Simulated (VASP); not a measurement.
Crystal: HfB.

```
CELL_PARAMETERS angstrom
0.00000 2.31000 2.31000
2.31000 0.00000 2.31000
2.31000 2.31000 0.00000
ATOMIC_POSITIONS crystal
Hf 0.50000 0.50000 0.50000
B 0.00000 0.00000 0.00000
```

Base run:

- Program: VASP 6.6.1
- Functional: PBE
- Potentials or basis: VASP PAW PBE potentials, release 64 (Hf_pv, B)
- Cutoff: 520 eV
- k mesh: 11 × 11 × 11
- Occupations: fermi-dirac, width 0.05 eV
- Spin: collinear spin, ferromagnetic start
- Starting moments: [0.6, 0.0] μB

Its results: pressure 30.7 GPa.

Task: The run is repeated on the same cell with these changes: moments at the start from [0.6, 0.0] to [0.8, 0.0]; fixed moment from none to 0.8 μB. What comes out?

Result: Pressure 32.7 GPa; site moments Hf +0.34; B +0.26 μB.

Caveats: the total moment is fixed, so each spin has its own Fermi level (some runs).
